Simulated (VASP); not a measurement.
SiO2: single point with PBE

SiO2:

```
Si O
1.0
     4.20609    0.00000    0.00000
     0.00000    4.20609    0.00000
     0.00000    0.00000    2.83701
Si O
2 4
Direct
  0.50000 0.50000 0.50000
  0.00000 0.00000 0.00000
  0.69301 0.69301 0.00000
  0.19301 0.80699 0.50000
  0.30699 0.30699 0.00000
  0.80699 0.19301 0.50000
```

This cell differs from its parent crystal: volume 8.365 Å^3 an atom, c/a of the conventional cell 0.6745.

```
Program                : VASP 6.6.1
Task                   : single point
Functional             : PBE
Potentials or basis    : VASP PAW PBE potentials, release 64 (Si, O)
Cutoff                 : 520 eV
k mesh                 : 6 × 6 × 10
Occupations            : gaussian, width 0.05 eV
Spin                   : no spin polarisation
Dipole correction      : no
Further INCAR settings : ALGO = Normal; EDIFF = 1e-06; NBANDS = 25
```

```json
{
 "Pressure": "-12.6 GPa",
 "Largest force": "0.243 eV/Å",
 "Band gap on the k mesh": "4.11 eV, direct"
}
```

Forces on the atoms (eV/Å):
```
Si   0.000  0.000  0.000
Si   0.000  0.000  0.000
O    0.172  0.172  0.000
O    0.172 -0.172  0.000
O   -0.172 -0.172  0.000
O   -0.172  0.172  0.000
```

Stress tensor (GPa, compression positive):
```
 -4.43   0.00   0.00
  0.00  -4.43   0.00
  0.00   0.00 -28.83
```

Levels at points of the mesh, in eV from the valence-band top:
| k point | band 13 | band 14 | band 15 | band 16 | band 17 | band 18 | band 19 | band 20 |
| --- | --- | --- | --- | --- | --- | --- | --- | --- |
| (0.00, 0.00, 0.00) | -2.65 | -0.76 | -0.76 | 0.00 | 4.11 | 5.61 | 7.22 | 7.22 |
| (0.50, 0.00, 0.00) | -2.69 | -2.69 | -0.94 | -0.94 | 6.36 | 6.36 | 7.86 | 7.86 |
| (0.50, 0.50, 0.00) | -2.60 | -2.60 | -1.85 | -1.85 | 6.07 | 6.07 | 8.82 | 8.82 |
| (0.00, 0.00, 0.50) | -2.84 | -2.84 | -2.38 | -2.38 | 8.20 | 8.20 | 11.86 | 11.86 |
| (0.50, 0.00, 0.50) | -1.98 | -1.98 | -1.53 | -1.53 | 8.10 | 8.10 | 9.50 | 9.50 |
| (0.50, 0.50, 0.50) | -1.50 | -1.50 | -1.33 | -1.33 | 6.48 | 6.48 | 10.63 | 10.63 |

Wall time 29 s on 1 thread of AMD EPYC 9R45 96-Core Processor (Zen 5), on a shared host, peak memory 0.16 GiB.

 A k mesh can miss the band edges.
